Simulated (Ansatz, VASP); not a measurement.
**One calculation of TiC, two programs**

Contents of INCAR:

```
SYSTEM = TiC
  PREC = Accurate
  ENCUT = 520
  EDIFF = 1E-6
  ISMEAR = 0
  SIGMA = 0.15
  LREAL = .FALSE.
  LASPH = .TRUE.
  NELM = 60
  ALGO = Normal
  ISIF = 2
  LWAVE = .FALSE.
  LCHARG = .FALSE.
  GGA = PE
  NBANDS = 24
```

Contents of KPOINTS:

```
regular mesh
0
G
  12 12 8
  0 0 0
```

File POSCAR:

```
TiC
1.0
    0.0000000000     -2.1664615241     -2.1664615241
    0.0000000000      2.1664615241     -2.1664615241
    4.3329230482      0.0000000000      0.0000000000
Ti C
2 2
Direct
    0.5007709649      0.4958490142      0.4993777874
   -0.0007709649      0.0041509858      0.0006222126
    0.5224939976      0.4954935819      0.0004791509
   -0.0224939976      0.0045064181      0.4995208491
```

Input for Ansatz:

```yaml
crystal:
  lattice:
    - [0.0, -2.1664615241, -2.1664615241]
    - [0.0, 2.1664615241, -2.1664615241]
    - [4.3329230482, 0.0, 0.0]
  atoms:
    - { symbol: Ti, position: [0.5007709649, 0.4958490142, 0.4993777874] }
    - { symbol: Ti, position: [-0.0007709649, 0.0041509858, 0.0006222126] }
    - { symbol: C, position: [0.5224939976, 0.4954935819, 0.0004791509] }
    - { symbol: C, position: [-0.0224939976, 0.0045064181, 0.4995208491] }
basis:
  ecutwfc: 420
kpoints:
  mp_grid: { grid: [12, 12, 8] }
hamiltonian:
  xc: pbe
scf:
  occupations: { method: gaussian, width: 0.15 }
output:
  forces: true
  stress: true
  eigenvalues: true
```

Alike in both runs: task single point; functional PBE; k mesh 12 × 12 × 8; occupations gaussian, width 0.15 eV; no spin polarisation.

|  | VASP | Ansatz |
| --- | --- | --- |
| version | VASP 6.6.1 | Ansatz 0.2.0 |
| potentials or method | VASP PAW PBE potentials, release 64 (Ti_sv, C), cutoff 520 eV | scalar-relativistic, plane waves, PAW |
| valence electrons in the cell | 32 | 32 |

VASP gave:

* gap on the k mesh at the Fermi level (eV): none
* pressure (GPa): 0.9
* traceless stress, the component that is largest in VASP (GPa): 0.86
* rms of the force components (eV/Å): 0.359

Question: Estimate Ansatz's values.

Answer: gap on the k mesh at the Fermi level (eV): none; pressure (GPa): 0.7; traceless stress, the component that is largest in VASP (GPa): 0.85; rms of the force components (eV/Å): 0.357.

Atom by atom the forces differ by 0.003 eV/Å (rms over components). A gap of «none» marks a metal or a gap that the smearing closes. The functional is the same, so the differences come from potentials, cutoffs and numerics.
